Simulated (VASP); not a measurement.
The system is SnO.

```
Sn O
1.0
     4.12550    0.00000    0.00000
    -2.06275    3.57279    0.00000
     0.00000    0.00000    5.18540
Sn O
2 2
Direct
  0.33333 0.66667 0.25000
  0.66667 0.33333 0.75000
  0.66667 0.33333 0.25000
  0.33333 0.66667 0.75000
```

Base run:

| Item | Value |
| --- | --- |
| Program | VASP 6.6.1 |
| Functional | r2SCAN |
| Potentials or basis | VASP PAW PBE potentials, release 64 (Sn_d, O) |
| Cutoff | 520 eV |
| k mesh | 6 × 6 × 4 |
| Occupations | gaussian, width 0.01 eV |
| Spin | no spin polarisation |

Its results: band gap on the k mesh 0.57 eV, direct; pressure 0.2 GPa.

Q: The run is repeated on the same cell with these changes: k mesh from 6 × 6 × 4 to 8 × 8 × 1; further incar settings from ALGO = Normal; EDIFF = 1e-06; NBANDS = 28 to ALGO = Normal; EDIFF = 1e-07; NBANDS = 28. What comes out?

A: Band gap on the k mesh 2.01 eV, indirect (least direct gap 2.64 eV); pressure -3.5 GPa.

Caveats: some runs use coarse meshes; the PAW data sets were made with another functional, which shifts forces and pressure a little; spin-orbit coupling is left out, which moves the levels of the heavy elements.

A k mesh can miss the band edges.
